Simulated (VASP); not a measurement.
Set up this calculation in VASP 6.6.1, as the native input.

* Task: single point
* Functional: PBE
* Potentials or basis: VASP PAW PBE potentials, release 64 (Ga_d, As)
* Cutoff: 520 eV
* k mesh: 6 × 6 × 6
* Occupations: gaussian, width 0.1 eV
* Spin: no spin polarisation
* Dipole correction: no
* Further INCAR settings: ALGO = Normal; EDIFF = 1e-06; NBANDS = 18

The structure of GaAs2 lies in POSCAR:

```
GaAs2
1.0
    0.0000000000      3.0710254492      3.0710254492
    3.0710254492      0.0000000000      3.0710254492
    3.0710254492      3.0710254492      0.0000000000
Ga As
1 2
Direct
    0.0000000000      0.0000000000      0.0000000000
    0.2500000000      0.2500000000      0.2500000000
    0.7500000000      0.7500000000      0.7500000000
```

These files were run (other wordings do the same):

INCAR

```
PREC = Accurate
ENCUT = 520
EDIFF = 1E-6
ISMEAR = 0
SIGMA = 0.1
LREAL = False
LASPH = True
NELM = 80
ALGO = Normal
ISIF = 2
LWAVE = False
LCHARG = True
GGA = PE
LELF = True
LVHAR = True
NBANDS = 18
```

KPOINTS

```
regular mesh
0
Gamma
  6 6 6
```

Potentials or basis: VASP PAW PBE potentials, release 64 (Ga_d, As).

Run with:

```sh
$ cat potpaw_PBE.64/Ga_d/POTCAR potpaw_PBE.64/As/POTCAR > POTCAR
$ mpirun -np 1 vasp_std > vasp.out
```

It gave:

| Quantity | Value |
| --- | --- |
| Pressure | 8.7 GPa |

Run time: 6.7 s on 1 thread of Intel(R) Xeon(R) 6975P-C (Granite Rapids) (shared host), peak memory 0.17 GiB.
